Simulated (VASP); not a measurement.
# BN (P3m1) in VASP: notebook

The runs below take BN through single point, with r2SCAN.

All numbers are computed with VASP 6.6.1; they aren't measurements. Logs are shortened: lines on timing, memory, paths and dates and some standing lists are left out, and cuts for length are marked.

### Step 1. The cell of the first run

The structure is trigonal, space group P3m1 (No. 156). The conventional cell has a = 2.544 Å, b = 2.544 Å, c = 4.208 Å, α = 90.00°, β = 90.00°, γ = 120.00°. Within 1.4 Å of B (site symmetry 3m) lie 1 N at 1.07 Å. Within 2.3 Å of B (site symmetry 3m) lie 5 N at 1.59 to 2.12 Å and 3 B at 2.24 Å. Within 1.4 Å of N (site symmetry 3m) lie 1 B at 1.07 Å. Within 2.0 Å of N (site symmetry 3m) lie 3 B at 1.53 Å.

### Step 2. Single point, r2SCAN (atoms displaced along a vibrational mode)

Input file POSCAR:

```
BN
1.0
    2.5439665234      0.0000000000      0.0000000000
   -1.2719832617      2.2031396356      0.0000000000
    0.0000000000      0.0000000000      4.2077449346
B N
2 2
Direct
    0.6666666667      0.3333333333      0.9504688761
    0.3333333333      0.6666666667      0.5491303057
    0.6666666667      0.3333333333      0.6964975064
    0.3333333333      0.6666666667      0.0539033118
```

Input file INCAR.step1:

```
SYSTEM = BN
PREC = Accurate
ENCUT = 520
ISMEAR = 0
SIGMA = 0.05
LREAL = .FALSE.
LASPH = .TRUE.
NELM = 80
NBANDS = 16
GGA = PE
ALGO = Normal
EDIFF = 1E-4
LWAVE = .TRUE.
LCHARG = .FALSE.
```

Input file INCAR.step2:

```
SYSTEM = BN
PREC = Accurate
ENCUT = 520
EDIFF = 1E-6
ISMEAR = 0
SIGMA = 0.05
LREAL = .FALSE.
LASPH = .TRUE.
NELM = 80
ALGO = Normal
ISIF = 2
LWAVE = .FALSE.
LCHARG = .FALSE.
METAGGA = R2SCAN
LMIXTAU = .TRUE.
NBANDS = 16
ISTART = 1
```

Input file KPOINTS:

```
Automatic mesh
0
G
  12 12 6
  0 0 0
```

Potentials or basis: VASP PAW PBE potentials, release 64 (B, N).

Command:

```console
> cat potpaw_PBE.64/B/POTCAR potpaw_PBE.64/N/POTCAR > POTCAR
> cp INCAR.step1 INCAR
> mpirun -np 1 vasp_std > vasp.out
> cp INCAR.step2 INCAR
> mpirun -np 1 vasp_std > vasp.out
```

OUTCAR:

```text
SYSTEM = BN
   PREC = Accurate
   ENCUT = 520
   EDIFF = 1E-6
   ISMEAR = 0
   LREAL = .FALSE.
   LASPH = .TRUE.
   NELM = 80
   ISIF = 2
   METAGGA = R2SCAN
   ISTART = 1

 ion  position               nearest neighbor table
   1  0.667  0.333  0.950-   3 1.07   4 1.53   4 1.53   4 1.53
   2  0.333  0.667  0.549-   3 1.59   3 1.59   3 1.59
   3  0.667  0.333  0.696-   1 1.07   2 1.59   2 1.59   2 1.59
   4  0.333  0.667  0.054-   1 1.53   1 1.53   1 1.53

  LATTYP: Found a hexagonal cell.
 ALAT       =     2.5439665234
 C/A-ratio  =     1.6540095539

  Lattice vectors:

 A1 = (   2.5439665234,   0.0000000000,   0.0000000000)
 A2 = (  -1.2719832617,   2.2031396356,   0.0000000000)
 A3 = (   0.0000000000,   0.0000000000,   4.2077449346)

Analysis of symmetry for initial positions (statically):
=====================================================================
 Subroutine PRICEL returns:
 Original cell was already a primitive cell.

 Routine SETGRP: Setting up the symmetry group for a
 hexagonal supercell.

 Subroutine GETGRP returns: Found  6 space group operations
 (whereof  6 operations were pure point group operations)
 out of a pool of 24 trial point group operations.

The static configuration has the point symmetry C_3v.

Analysis of symmetry for dynamics (positions and initial velocities):
=====================================================================
 Subroutine PRICEL returns:
 Original cell was already a primitive cell.

 Routine SETGRP: Setting up the symmetry group for a
 hexagonal supercell.

 Subroutine GETGRP returns: Found  6 space group operations
 (whereof  6 operations were pure point group operations)
 out of a pool of 24 trial point group operations.

The dynamic configuration has the point symmetry C_3v.

 Subroutine INISYM returns: Found  6 space group operations
 (whereof  6 operations are pure point group operations),
 and found     1 'primitive' translations

----------------------------------------------------------------------------------------

                                     Primitive cell

  volume of cell :      23.5832

[... 82 lines left out ...]
 SYSTEM =  BN
   PREC   = accura    normal or accurate (medium, high low for compatibility)
   ISTART =      1    job   : 0-new  1-cont  2-samecut
   ICHARG =      0    charge: 1-file 2-atom 10-const
   ISPIN  =      1    spin polarized calculation?
   LNONCOLLINEAR =      F non collinear calculations
   LSORBIT =      F    spin-orbit coupling
   LASPH  =      T    aspherical Exc in radial PAW
   ENCUT  =  520.0 eV  38.22 Ry    6.18 a.u.   4.73  4.73  7.82*2*pi/ulx,y,z
   NELM   =     80;   NELMIN=  2; NELMDL=  0     # of ELM steps
   EDIFF  = 0.1E-05   stopping-criterion for ELM
   LREAL  =      F    real-space projection
   EDIFFG = 0.1E-04   stopping-criterion for IOM
   NSW    =      0    number of steps for IOM
   IBRION =     -1    ionic relax: 0-MD 1-quasi-New 2-CG
   NFREE  =      0    steps in history (QN), initial steepest desc. (CG)
   ISIF   =      2    stress and relaxation
   ISYM   =      2    0-nonsym 1-usesym 2-fastsym
   POTIM  = 0.5000    time-step for ionic-motion
   TEBEG  =    0.0;   TEEND  =   0.0 temperature during run
   PSTRESS=    0.0 pullay stress
   NELECT =      16.0000    total number of electrons
   NUPDOWN=      -1.0000    fix difference up-down
   EMIN   =  10.00;   EMAX   =-10.00  energy-range for DOS
   EFERMI =   0.00;   METHOD = LEGACY
   ISMEAR =     0;   SIGMA  =   0.05  broadening in eV -4-tet -1-fermi 0-gaus
   EFERMI_NEDOS =   21; number of points for ismear=-14 and -15
   IALGO  =     38    algorithm
   IMIX   =      4    mixing-type and parameters
     AMIX     =   0.40;   BMIX     =  1.00
     AMIX_MAG =   1.60;   BMIX_MAG =  1.00
  volume/ion in A,a.u.               =       5.90        39.79
  Fermi-wavevector in a.u.,A,eV,Ry     =   1.438513  2.718396 28.154815  2.069321
  Thomas-Fermi vector in A             =   2.557472
   LORBIT       =      0    0 simple, 1 ext, 2 COOP (PROOUT), +10 PAW based schemes
   METAGGA = R2SCAN    functional components
   LHFCALC =     F    Hartree Fock is set to
   AEXX    =    0.0000 exact exchange contribution
   IVDW    =     0    specifies the selected vdW correction
   LEPSILON=     F    determine dielectric tensor
   LRPA    =     F    only Hartree local field effects (RPA)
 non-spin polarized calculation
 Gauss-broadening in eV      SIGMA  =   0.05
  energy-cutoff  :      520.00
  volume of cell :       23.58
 maximum number of plane-waves:       652
 NGX is ok and might be reduce to    20
   NGX =  9   NGY =  9   NGZ = 15

 number of electron      16.0000004 magnetization

 Free energy of the ion-electron system (eV)
  ---------------------------------------------------
  ext. energy  EPLUGINS =         0.00000000
  ---------------------------------------------------
  free energy    TOTEN  =       -28.93787047 eV

  energy without entropy =      -28.93787047  energy(sigma->0) =      -28.93787047

 E-fermi :   8.1682     XC(G=0): -13.4685

 val. band max:        7.9565597358   @ k =   0.0000   0.0000   0.0000
 cond. band min:      11.3056978902   @ k =   0.5000   0.0000   0.5000
 fundamental gap:      3.3491381544
 Fermi energy:         8.1681726438

 k-point     1 :       0.0000    0.0000    0.0000
  band No.  band energies     occupation
      1     -16.4097      2.00000
      2      -9.1128      2.00000
      3      -4.1703      2.00000
      4       2.6666      2.00000
      5       2.6666      2.00000
      6       5.8454      2.00000
[... 433 lines left out ...]
      3      -3.1626      2.00000
      4       0.3015      2.00000
      5       1.8288      2.00000
      6       5.4567      2.00000
[... 8 lines left out ...]
     15      23.2883      0.00000
     16      24.5592      0.00000

 [... further k-points ...]
[... 5 lines left out ...]
  --------------------------------------------------------------------------------------
  -------------------------------------------------------------------------------------
  Total        2.2576040      2.2576040     46.6763685     -0.0000000      0.0000000     -0.0000000
  in kB      153.3753390    153.3753390   3171.0626344     -0.0000000      0.0000000     -0.0000000
  external PRESSURE =    1159.2711041 kB  Pullay stress =       0.0000000 kB

 VOLUME and BASIS-vectors are now :
 -----------------------------------------------------------------------------
  energy-cutoff  :      520.00
  volume of cell :       23.58
      direct lattice vectors                 reciprocal lattice vectors
     2.543966523  0.000000000  0.000000000     0.393086934  0.226948847  0.000000000
    -1.271983262  2.203139636  0.000000000     0.000000000  0.453897694  0.000000000
     0.000000000  0.000000000  4.207744935     0.000000000  0.000000000  0.237656991

 POSITION                                       TOTAL-FORCE (eV/Angst)
 -----------------------------------------------------------------------------------
      1.27198      0.73438      3.99933         0.000000      0.000000     40.728576
     -0.00000      1.46876      2.31060        -0.000000     -0.000000     -2.888304
      1.27198      0.73438      2.93068         0.000000     -0.000000    -48.407671
     -0.00000      1.46876      0.22681        -0.000000     -0.000000     10.567399
 -----------------------------------------------------------------------------------
    total drift:                                0.000000     -0.000000     -0.001266

  FREE ENERGIE OF THE ION-ELECTRON SYSTEM (eV)
  ---------------------------------------------------
  free  energy   TOTEN  =       -28.9378704721 eV

  energy  without entropy=      -28.9378704721  energy(sigma->0) =      -28.93787047
```

Run time: 2.4 min. Hardware: 1 thread of Intel Xeon 8259CL, shared host; peak memory 0.16 GiB.

What came out:

```
Free energy            : -28.9379 eV
Pressure               : 115.9 GPa
Largest force          : 48.408 eV/Å
Band gap on the k mesh : 3.35 eV (least direct gap 4.18 eV)
```

Forces in eV/Å, atoms in the order of the input:
```
B     0.000   0.000  40.729
B     0.000   0.000  -2.888
N     0.000   0.000 -48.408
N     0.000   0.000  10.567
```

Stress tensor (GPa, compression positive):
```
 15.34   0.00   0.00
  0.00  15.34   0.00
  0.00   0.00 317.11
```

Levels at points of the mesh, in eV from the valence-band top:
| k point | band 4 | band 5 | band 6 | band 7 | band 8 | band 9 | band 10 | band 11 | band 12 | band 13 |
| --- | --- | --- | --- | --- | --- | --- | --- | --- | --- | --- |
| (0.00, 0.00, 0.00) | -5.29 | -5.29 | -2.11 | 0.00 | 0.00 | 5.15 | 7.26 | 7.26 | 9.52 | 11.66 |
| (0.50, 0.00, 0.00) | -9.48 | -8.02 | -7.50 | -4.00 | -1.94 | 5.14 | 7.18 | 8.23 | 9.73 | 12.29 |
| (0.00, 0.00, 0.50) | -5.18 | -5.18 | -3.84 | -0.27 | -0.27 | 3.91 | 7.52 | 7.52 | 10.42 | 11.50 |
| (0.50, 0.00, 0.50) | -10.11 | -7.84 | -6.69 | -2.52 | -1.28 | 3.35 | 6.09 | 8.58 | 11.23 | 11.24 |

Caveat: the cell differs from its parent crystal (atoms displaced along a vibrational mode); atoms lie so close that the PAW spheres overlap strongly, which falsifies energies and pressures; the cell stands under pressure; the PAW data sets were made with another functional, which shifts forces and pressure a little.

### Step 3. Single point, r2SCAN (atoms displaced along a vibrational mode)

Input file POSCAR:

```
BN
1.0
    2.5439665234      0.0000000000      0.0000000000
   -1.2719832617      2.2031396356      0.0000000000
    0.0000000000      0.0000000000      4.2077449346
B N
2 2
Direct
    0.6666666667      0.3333333333      1.0367976270
    0.3333333333      0.6666666667      0.4628015548
    0.6666666667      0.3333333333      0.5717275861
    0.3333333333      0.6666666667      0.1786732321
```

Input file INCAR.step1:

```
SYSTEM = BN
  PREC = Accurate
  ENCUT = 520
  ISMEAR = 0
  SIGMA = 0.05
  LREAL = .False.
  LASPH = .True.
  NELM = 100
  NBANDS = 16
  GGA = PE
  ALGO = Normal
  EDIFF = 1E-4
  LWAVE = .True.
  LCHARG = .False.
```

Input file INCAR.step2:

```
SYSTEM = BN
  PREC = Accurate
  ENCUT = 520
  EDIFF = 1E-7
  ISMEAR = 0
  SIGMA = 0.05
  LREAL = .False.
  LASPH = .True.
  NELM = 100
  ALGO = Normal
  ISIF = 2
  LWAVE = .False.
  LCHARG = .False.
  METAGGA = R2SCAN
  LMIXTAU = .True.
  NBANDS = 16
  ISTART = 1
```

Input file KPOINTS:

```
Automatic mesh
0
Gamma
  12 12 6
  0 0 0
```

Potentials or basis: VASP PAW PBE potentials, release 64 (B, N).

Command:

```console
> cat potpaw_PBE.64/B/POTCAR potpaw_PBE.64/N/POTCAR > POTCAR
> cp INCAR.step1 INCAR
> mpirun -np 1 vasp_std > vasp.out
> cp INCAR.step2 INCAR
> mpirun -np 1 vasp_std > vasp.out
```

Wall time 2.9 min (1 thread of Intel Xeon 8259CL, shared host); peak memory 0.16 GiB.

It converged, with:

| Item | Value |
| --- | --- |
| Free energy | -33.9225 eV |
| Pressure | 58.3 GPa |
| Largest force | 24.741 eV/Å |
| Band gap on the k mesh | 4.45 eV (least direct gap 6.06 eV) |

Forces in eV/Å, atoms in the order of the input:
```
B     0.000   0.000  -2.607
B     0.000   0.000  19.289
N     0.000   0.000   8.059
N     0.000   0.000 -24.741
```

Stress tensor (GPa, compression positive):
```
  8.45   0.00   0.00
  0.00   8.45   0.00
  0.00   0.00 158.08
```

Levels at points of the mesh, in eV from the valence-band top:
| k point | band 4 | band 5 | band 6 | band 7 | band 8 | band 9 | band 10 | band 11 | band 12 | band 13 |
| --- | --- | --- | --- | --- | --- | --- | --- | --- | --- | --- |
| (0.00, 0.00, 0.00) | -4.02 | -4.02 | -1.38 | 0.00 | 0.00 | 6.32 | 7.93 | 7.93 | 9.52 | 11.68 |
| (0.50, 0.00, 0.00) | -9.01 | -7.52 | -6.85 | -4.16 | -2.10 | 6.10 | 7.50 | 9.22 | 10.36 | 12.29 |
| (0.00, 0.00, 0.50) | -4.25 | -3.82 | -3.82 | -0.39 | -0.39 | 5.67 | 8.38 | 8.38 | 10.69 | 11.53 |
| (0.50, 0.00, 0.50) | -10.08 | -6.54 | -6.08 | -2.83 | -1.81 | 4.45 | 6.59 | 9.19 | 11.17 | 12.28 |

Caveat: the cell differs from its parent crystal (atoms displaced along a vibrational mode); the cell stands under pressure; the PAW data sets were made with another functional, which shifts forces and pressure a little. A k mesh can miss the band edges.
